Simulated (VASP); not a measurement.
Crystal: Mg2ZnO3.

```
CELL_PARAMETERS angstrom
3.03300 0.00000 0.00000
-1.51650 2.62665 0.00000
0.00000 0.00000 7.40332
ATOMIC_POSITIONS crystal
Mg 0.33333 0.66667 0.66580
Mg 0.66667 0.33333 0.33420
Zn 0.00000 0.00000 0.00000
O 0.33333 0.66667 0.17262
O 0.66667 0.33333 0.82738
O 0.00000 0.00000 0.50000
```

Base run:

| Item | Value |
| --- | --- |
| Program | VASP 6.6.1 |
| Functional | PBEsol |
| Dispersion | D4 |
| Potentials or basis | VASP PAW PBE potentials, release 64 (Mg, Zn, O) |
| Cutoff | 520 eV |
| k mesh | 7 × 7 × 3 |
| Occupations | gaussian, width 0.01 eV |
| Spin | no spin polarisation |
| Hubbard terms | Zn d U = 8.0 eV |

Its results: band gap on the k mesh 3.21 eV, indirect (least direct gap 3.32 eV); pressure -13.3 GPa; largest force 0.791 eV/Å.

Question: The run is repeated on the same cell with these changes: hubbard terms from Zn d U = 8.0 eV to Zn d U = 6.0 eV. What comes out?

Answer: Band gap on the k mesh 3.13 eV, indirect (least direct gap 3.25 eV); pressure -11.7 GPa; largest force 0.586 eV/Å.

Caveats: the PAW data sets were made with another functional, which shifts forces and pressure a little.

A k mesh can miss the band edges.
